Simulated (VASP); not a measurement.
# I (Pm-3m) in VASP: a series of runs

The runs below take I through single point, with LDA.

All numbers are computed with VASP 6.6.1; they aren't measurements. Logs are shortened: lines on timing, memory, paths and dates and some standing lists are left out, and cuts for length are marked.

### 1 The cell of the first run

Symmetry: Pm-3m, No. 221, cubic system. Conventional cell: a = 3.078 Å, b = 3.078 Å, c = 3.078 Å, α = 90.00°, β = 90.00°, γ = 90.00°. Within 4.1 Å of I (site symmetry m-3m) lie 6 I at 3.08 Å.

### 2 Single point, LDA (volume scaled by 0.78)

File INCAR:

```
PREC = Accurate
ENCUT = 520
EDIFF = 1E-7
ISMEAR = -1
SIGMA = 0.05
LREAL = F
LASPH = T
NELM = 100
ALGO = Normal
ISIF = 2
LWAVE = F
LCHARG = F
GGA = CA
NBANDS = 10
```

File KPOINTS:

```
Automatic mesh
0
Gamma
  13 13 13
```

File POSCAR:

```
I
1.0
    3.0777470704      0.0000000000      0.0000000000
    0.0000000000      3.0777470704      0.0000000000
    0.0000000000      0.0000000000      3.0777470704
I
1
Direct
    0.0000000000      0.0000000000      0.0000000000
```

Potentials or basis: VASP PAW LDA potentials, release 64 (I).

Command:

```console
> cat potpaw_LDA.64/I/POTCAR > POTCAR
> mpirun -np 1 vasp_std > vasp.out
```

OUTCAR:

```text
PREC = Accurate
   ENCUT = 520
   EDIFF = 1E-7
   ISMEAR = -1
   LREAL = F
   LASPH = T
   NELM = 100
   ISIF = 2
   GGA = CA

 ion  position               nearest neighbor table
   1  0.000  0.000  0.000-

  LATTYP: Found a simple cubic cell.
 ALAT       =     3.0777470704

  Lattice vectors:

 A1 = (   3.0777470704,   0.0000000000,   0.0000000000)
 A2 = (   0.0000000000,   3.0777470704,   0.0000000000)
 A3 = (   0.0000000000,   0.0000000000,   3.0777470704)

Analysis of symmetry for initial positions (statically):
=====================================================================
 Subroutine PRICEL returns:
 Original cell was already a primitive cell.

 Routine SETGRP: Setting up the symmetry group for a
 simple cubic supercell.

 Subroutine GETGRP returns: Found 48 space group operations
 (whereof 48 operations were pure point group operations)
 out of a pool of 48 trial point group operations.

The static configuration has the point symmetry O_h .

Analysis of symmetry for dynamics (positions and initial velocities):
=====================================================================
 Subroutine PRICEL returns:
 Original cell was already a primitive cell.

 Routine SETGRP: Setting up the symmetry group for a
 simple cubic supercell.

 Subroutine GETGRP returns: Found 48 space group operations
 (whereof 48 operations were pure point group operations)
 out of a pool of 48 trial point group operations.

The dynamic configuration has the point symmetry O_h .

 Subroutine INISYM returns: Found 48 space group operations
 (whereof 48 operations are pure point group operations),
 and found     1 'primitive' translations

----------------------------------------------------------------------------------------

                                     Primitive cell

  volume of cell :      29.1540

  direct lattice vectors                    reciprocal lattice vectors
     3.077747070  0.000000000  0.000000000     0.324912989  0.000000000  0.000000000
     0.000000000  3.077747070  0.000000000     0.000000000  0.324912989  0.000000000
     0.000000000  0.000000000  3.077747070     0.000000000  0.000000000  0.324912989

  length of vectors
     3.077747070  3.077747070  3.077747070     0.324912989  0.324912989  0.324912989

  position of ions in fractional coordinates (direct lattice)
     0.000000000  0.000000000  0.000000000

  ion indices of the primitive-cell ions
   primitive index   ion index
                 1           1

----------------------------------------------------------------------------------------

 KPOINTS: Automatic mesh

Automatic generation of k-mesh.
 Grid dimensions read from file:
 generate k-points for:   13   13   13

 Generating k-lattice:

  Cartesian coordinates                     Fractional coordinates (reciprocal lattice)
     0.024993307  0.000000000  0.000000000     0.076923077  0.000000000  0.000000000
     0.000000000  0.024993307  0.000000000     0.000000000  0.076923077  0.000000000
     0.000000000  0.000000000  0.024993307     0.000000000  0.000000000  0.076923077

  Length of vectors
     0.024993307  0.024993307  0.024993307

  Shift w.r.t. Gamma in fractional coordinates (k-lattice)
     0.000000000  0.000000000  0.000000000

 Subroutine IBZKPT returns following result:
 ===========================================

 Found     84 irreducible k-points:

 Following reciprocal coordinates:
            Coordinates               Weight
  0.000000  0.000000  0.000000      1.000000
  0.076923  0.000000  0.000000      6.000000
  0.153846  0.000000  0.000000      6.000000
  0.230769  0.000000  0.000000      6.000000
  0.307692  0.000000  0.000000      6.000000
  0.384615  0.000000  0.000000      6.000000
[... 16 lines left out ...]
  0.307692  0.307692  0.000000     12.000000
  0.384615  0.307692  0.000000     24.000000
 [... further k-points ...]
   k-points           NKPTS =     84   k-points in BZ     NKDIM =     84   number of bands    NBANDS=     10
   number of dos      NEDOS =    301   number of ions     NIONS =      1
   total plane-waves  NPLWV =  13824
   dimension x,y,z NGX =    24 NGY =   24 NGZ =   24
   dimension x,y,z NGXF=    48 NGYF=   48 NGZF=   48
   ions per type =               1
   NGX,Y,Z   is equivalent  to a cutoff of  12.96, 12.96, 12.96 a.u.
   NGXF,Y,Z  is equivalent  to a cutoff of  25.93, 25.93, 25.93 a.u.
 SYSTEM =  unknown system
   PREC   = accura    normal or accurate (medium, high low for compatibility)
   ISTART =      0    job   : 0-new  1-cont  2-samecut
   ICHARG =      2    charge: 1-file 2-atom 10-const
   ISPIN  =      1    spin polarized calculation?
   LNONCOLLINEAR =      F non collinear calculations
   LSORBIT =      F    spin-orbit coupling
   LASPH  =      T    aspherical Exc in radial PAW
   ENCUT  =  520.0 eV  38.22 Ry    6.18 a.u.   5.72  5.72  5.72*2*pi/ulx,y,z
   NELM   =    100;   NELMIN=  2; NELMDL= -5     # of ELM steps
   EDIFF  = 0.1E-06   stopping-criterion for ELM
   LREAL  =      F    real-space projection
   EDIFFG = 0.1E-05   stopping-criterion for IOM
   NSW    =      0    number of steps for IOM
   IBRION =     -1    ionic relax: 0-MD 1-quasi-New 2-CG
   NFREE  =      0    steps in history (QN), initial steepest desc. (CG)
   ISIF   =      2    stress and relaxation
   ISYM   =      2    0-nonsym 1-usesym 2-fastsym
   POTIM  = 0.5000    time-step for ionic-motion
   TEBEG  =    0.0;   TEEND  =   0.0 temperature during run
   PSTRESS=    0.0 pullay stress
   NELECT =       7.0000    total number of electrons
   NUPDOWN=      -1.0000    fix difference up-down
   EMIN   =  10.00;   EMAX   =-10.00  energy-range for DOS
   EFERMI =   0.00;   METHOD = LEGACY
   ISMEAR =    -1;   SIGMA  =   0.05  broadening in eV -4-tet -1-fermi 0-gaus
   EFERMI_NEDOS =   21; number of points for ismear=-14 and -15
   IALGO  =     38    algorithm
   IMIX   =      4    mixing-type and parameters
     AMIX     =   0.40;   BMIX     =  1.00
     AMIX_MAG =   1.60;   BMIX_MAG =  1.00
  volume/ion in A,a.u.               =      29.15       196.74
  Fermi-wavevector in a.u.,A,eV,Ry     =   1.017516  1.922826 14.086640  1.035339
  Thomas-Fermi vector in A             =   2.150921
   LORBIT       =      0    0 simple, 1 ext, 2 COOP (PROOUT), +10 PAW based schemes
   GGA     = CA    functional components
   LHFCALC =     F    Hartree Fock is set to
   AEXX    =    0.0000 exact exchange contribution
   IVDW    =     0    specifies the selected vdW correction
   LEPSILON=     F    determine dielectric tensor
   LRPA    =     F    only Hartree local field effects (RPA)
 non-spin polarized calculation
  energy-cutoff  :      520.00
  volume of cell :       29.15
 maximum number of plane-waves:       804
 NGX is ok and might be reduce to    24
   NGX = 11   NGY = 11   NGZ = 11

 number of electron       6.9999999 magnetization

 Free energy of the ion-electron system (eV)
  ---------------------------------------------------
  ext. energy  EPLUGINS =         0.00000000
  ---------------------------------------------------
  free energy    TOTEN  =        -1.43858943 eV

  energy without entropy =       -1.43198009  energy(sigma->0) =       -1.43528476

 E-fermi :   8.0296     XC(G=0): -10.0172

 val. band max:        8.0077743506   @ k =   0.4615   0.3846   0.1538
 cond. band min:       8.0736798180   @ k =   0.3846   0.0769   0.0000
 fundamental gap:      0.0659054674
 Fermi energy:         8.0296003403

 k-point     1 :       0.0000    0.0000    0.0000
  band No.  band energies     occupation
      1      -8.2806      2.00000
      2       7.6544      1.99890
      3       7.6544      1.99890
      4       7.6544      1.99890
      5      13.4255      0.00000
      6      13.4255      0.00000
      7      13.7344      0.00000
      8      25.8382      0.00000
      9      25.8382      0.00000
     10      25.8383      0.00000

 k-point     2 :       0.0769    0.0000    0.0000
  band No.  band energies     occupation
      1      -8.2090      2.00000
      2       6.8748      2.00000
      3       7.7170      1.99615
      4       7.7170      1.99615
      5      13.4940      0.00000
      6      13.6877      0.00000
      7      14.4870      0.00000
      8      24.2841      0.00000
      9      24.2841      0.00000
     10      25.5165      0.00000

 k-point     3 :       0.1538    0.0000    0.0000
  band No.  band energies     occupation
      1      -7.9999      2.00000
      2       5.3051      2.00000
      3       7.8972      1.86770
      4       7.8972      1.86770
      5      13.6965      0.00000
      6      13.9476      0.00000
      7      16.4832      0.00000
      8      22.6029      0.00000
      9      22.6029      0.00000
     10      23.9654      0.00000

 k-point     4 :       0.2308    0.0000    0.0000
  band No.  band energies     occupation
      1      -7.6722      2.00000
      2       3.6581      2.00000
      3       8.1699      0.11391
      4       8.1699      0.11391
      5      14.0221      0.00000
      6      14.3552      0.00000
      7      18.7117      0.00000
      8      21.1048      0.00000
      9      21.1048      0.00000
     10      22.4273      0.00000
[... 222 lines left out ...]
 k-point    22 :       0.4615    0.2308    0.0000
  band No.  band energies     occupation
      1      -5.9877      2.00000
      2       1.0018      2.00000
      3       5.2010      2.00000
      4       9.4614      0.00000
      5      12.5564      0.00000
      6      16.5263      0.00000
      7      19.0383      0.00000
      8      19.1119      0.00000
      9      21.2115      0.00000
     10      22.7863      0.00000

 k-point    23 :       0.3077    0.3077    0.0000
  band No.  band energies     occupation
      1      -6.2501      2.00000
      2       3.1036      2.00000
      3       3.1949      2.00000
      4       9.3063      0.00000
      5      12.7411      0.00000
      6      15.9751      0.00000
      7      20.5754      0.00000
      8      21.1385      0.00000
      9      21.3138      0.00000
     10      21.4474      0.00000

 k-point    24 :       0.3846    0.3077    0.0000
  band No.  band energies     occupation
      1      -5.8460      2.00000
      2       2.0161      2.00000
      3       3.5145      2.00000
      4       9.5912      0.00000
      5      11.7234      0.00000
      6      16.5418      0.00000
      7      19.9200      0.00000
      8      20.3687      0.00000
      9      21.3284      0.00000
     10      21.8860      0.00000

 [... further k-points ...]
[... 5 lines left out ...]
  --------------------------------------------------------------------------------------
  -------------------------------------------------------------------------------------
  Total        2.8965625      2.8965625      2.8965625      0.0000000      0.0000000     -0.0000000
  in kB      159.1822748    159.1822748    159.1822748      0.0000000      0.0000000     -0.0000000
  external PRESSURE =     159.1822748 kB  Pullay stress =       0.0000000 kB

 VOLUME and BASIS-vectors are now :
 -----------------------------------------------------------------------------
  energy-cutoff  :      520.00
  volume of cell :       29.15
      direct lattice vectors                 reciprocal lattice vectors
     3.077747070  0.000000000  0.000000000     0.324912989  0.000000000  0.000000000
     0.000000000  3.077747070  0.000000000     0.000000000  0.324912989  0.000000000
     0.000000000  0.000000000  3.077747070     0.000000000  0.000000000  0.324912989

 POSITION                                       TOTAL-FORCE (eV/Angst)
 -----------------------------------------------------------------------------------
      0.00000      0.00000      0.00000         0.000000      0.000000      0.000000
 -----------------------------------------------------------------------------------
    total drift:                               -0.000000      0.000000      0.000000

  FREE ENERGIE OF THE ION-ELECTRON SYSTEM (eV)
  ---------------------------------------------------
  free  energy   TOTEN  =        -1.4385894267 eV

  energy  without entropy=       -1.4319800931  energy(sigma->0) =       -1.43528476
```

Run time: 6.4 s. Hardware: 1 thread of Intel Xeon 6975P-C, shared host; peak memory 0.14 GiB.

Results:

| Quantity | Value |
| --- | --- |
| Free energy | -1.4386 eV |
| Pressure | 15.9 GPa |

Caveat: the cell differs from its parent crystal (volume scaled by 0.78); spin-orbit coupling is left out, which moves the levels of the heavy elements; an odd number of electrons without spin polarisation forces a metal; a magnetic or distorted state may lie lower.

### 3 Single point, LDA

This run uses another cell than the first one, of 16.07 Å³/atom, 0.551 times its volume.

File INCAR:

```
SYSTEM = I
PREC = Accurate
ENCUT = 520
EDIFF = 1E-6
ISMEAR = 1
SIGMA = 0.005
LREAL = .FALSE.
LASPH = .TRUE.
NELM = 80
ALGO = Normal
ISIF = 2
LWAVE = .FALSE.
LCHARG = .TRUE.
GGA = CA
LELF = .TRUE.
LVHAR = .TRUE.
NBANDS = 10
```

File KPOINTS:

```
Automatic mesh
0
G
  16 16 16
  0 0 0
```

File POSCAR:

```
I
1.0
    2.5236214544      0.0000000000      0.0000000000
    0.0000000000      2.5236214544      0.0000000000
    0.0000000000      0.0000000000      2.5236214544
I
1
Direct
    0.0000000000      0.0000000000      0.0000000000
```

Potentials or basis: VASP PAW LDA potentials, release 64 (I).

Command:

```console
> cat potpaw_LDA.64/I/POTCAR > POTCAR
> mpirun -np 1 vasp_std > vasp.out
```

Wall time 11 s (1 thread of Intel Xeon 6975P-C, shared host); peak memory 0.14 GiB.

Results (log left out):

* Free energy: 4.0168 eV
* Pressure: 173.8 GPa

Levels at points of the mesh, in eV from the Fermi level:
```csv
k point,band 1,band 2,band 3,band 4,band 5,band 6,band 7,band 8
"(0.00, 0.00, 0.00)",-23.61,-0.19,-0.19,-0.19,4.10,4.10,8.79,19.20
"(0.50, 0.00, 0.00)",-19.21,-14.47,3.52,3.52,7.39,8.90,9.00,11.17
"(0.50, 0.50, 0.00)",-14.27,-11.20,-11.20,-3.11,7.87,11.77,11.77,14.42
"(0.50, 0.50, 0.50)",-8.10,-8.04,-8.04,-8.04,0.88,0.88,0.88,3.25
```

Caveat: spin-orbit coupling is left out, which moves the levels of the heavy elements; an odd number of electrons without spin polarisation forces a metal; a magnetic or distorted state may lie lower.
